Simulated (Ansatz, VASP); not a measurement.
**SiC in VASP and in Ansatz**

```xyz
20
Lattice="2.2013 2.2050 4.3573 -2.2807 -2.2886 4.4389 6.6597 -4.4710 2.1812" Properties=species:S:1:pos:R:3 pbc="T T T"
C     2.3739   -4.7797    6.4434
C     4.2743   -4.6147    4.4789
C     4.5716   -4.4852    8.7835
C     2.2670   -2.3341    4.3378
C     4.4530   -2.3225    6.5121
C     6.4622   -4.6030    6.7357
C     2.0442   -0.1517    6.7111
C     5.4419   -3.4049    9.7435
C     5.4460   -5.3659    7.7307
C     1.0483   -0.8945    7.6623
Si    4.4087   -6.5364    6.5838
Si   -0.1077   -2.0124    6.6604
Si    1.9599   -2.2035    8.6329
Si    3.4181   -3.5762    7.5404
Si    5.5573   -3.4295    5.4566
Si    3.1578   -1.2604    5.5994
Si    1.3307   -3.4512    5.5328
Si    3.3757   -3.4426    3.2332
Si    7.6095   -3.5089    7.7828
Si    0.9404   -1.2506    3.4657
```

Alike in both runs: task single point; functional PBE; k mesh 7 × 7 × 4; occupations gaussian, width 0.02 eV; no spin polarisation.

```csv
,VASP,Ansatz
version,VASP 6.6.1,Ansatz 0.2.0
potentials or method,"VASP PAW PBE potentials, release 64 (C, Si), cutoff 520 eV","scalar-relativistic, plane waves, PAW"
valence electrons in the cell,80,80
```

|  | VASP | Ansatz | Ansatz less VASP |
| --- | --- | --- | --- |
| gap on the k mesh at the Fermi level (eV) | 0.34 | 0.34 | +0.001 |
| least direct gap on the mesh (eV) | 0.59 | 0.59 | +0.004 |
| pressure (GPa) | -0.1 | -0.1 | +0.02 |
| traceless stress, the component that is largest in VASP (GPa) | -0.15 | -0.14 | +0.013 |
| rms of the force components (eV/Å) | 0.018 | 0.014 | -0.0033 |

Atom by atom the forces differ by 0.008 eV/Å (rms over components).
